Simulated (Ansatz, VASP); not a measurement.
## Sr2BN: VASP beside Ansatz

The input INCAR:

```
SYSTEM = Sr2BN
PREC = Accurate
ENCUT = 520
EDIFF = 1E-6
ISMEAR = 0
SIGMA = 0.1
LREAL = .False.
LASPH = .True.
NELM = 150
ALGO = Fast
ISIF = 2
LWAVE = .False.
LCHARG = .False.
ISPIN = 2
MAGMOM = 0 0 0 1
LORBIT = 11
GGA = PE
NBANDS = 26
```

Contents of KPOINTS:

```
Automatic mesh
0
Gamma
  6 6 4
  0 0 0
```

POSCAR

```
Sr2BN
1.0
    3.8861743787      0.0000000000      0.0000000000
   -1.9430871893      3.3655257355      0.0000000000
    0.0000000000      0.0000000000      6.6904540291
Sr B N
2 1 1
Direct
    0.3333333333      0.6666666667      0.7936859135
    0.6666666667      0.3333333333      0.2063140865
    0.0000000000      0.0000000000      0.5000000000
    0.0000000000      0.0000000000      0.0000000000
```

Input for Ansatz:

```yaml
crystal:
  lattice:
    - [3.8861743787, 0.0, 0.0]
    - [-1.9430871893, 3.3655257355, 0.0]
    - [0.0, 0.0, 6.6904540291]
  atoms:
    - { symbol: Sr, position: [0.3333333333, 0.6666666667, 0.7936859135] }
    - { symbol: Sr, position: [0.6666666667, 0.3333333333, 0.2063140865] }
    - { symbol: B, position: [0.0, 0.0, 0.5] }
    - { symbol: "N", position: [0.0, 0.0, 0.0], spin: 1.0 }
basis:
  ecutwfc: 420
kpoints:
  mp_grid: { grid: [6, 6, 4] }
hamiltonian:
  xc: pbe
scf:
  occupations: { method: gaussian, width: 0.1 }
  lower_state_search: "off"
output:
  forces: true
  stress: true
  eigenvalues: true
  populations: true
magnetization:
  spin_polarized: true
```

Alike in both runs: task single point; functional PBE; k mesh 6 × 6 × 4; occupations gaussian, width 0.1 eV; collinear spin.

|  | VASP | Ansatz |
| --- | --- | --- |
| version | VASP 6.6.1 | Ansatz 0.2.0 |
| potentials or method | VASP PAW PBE potentials, release 64 (Sr_sv, B, N), cutoff 520 eV | scalar-relativistic, plane waves, PAW |
| valence electrons in the cell | 28 | 28 |

|  | VASP | Ansatz | Ansatz less VASP |
| --- | --- | --- | --- |
| gap on the k mesh at the Fermi level (eV) | none | none | - |
| pressure (GPa) | 0.2 | 0.0 | -0.23 |
| traceless stress, the component that is largest in VASP (GPa) | 0.15 | 0.16 | +0.003 |
| rms of the force components (eV/Å) | 0.003 | 0.009 | +0.0054 |
| net moment per atom (μB) | 0.06 | 0.06 | 0.000 |
| size of the moment on the site where the two differ most (μB) | 0.11 | 0.19 | +0.085 |

Site moments also hang on the region over which each program counts them. Atom by atom the forces differ by 0.012 eV/Å (rms over components). A gap of «none» marks a metal or a gap that the smearing closes.
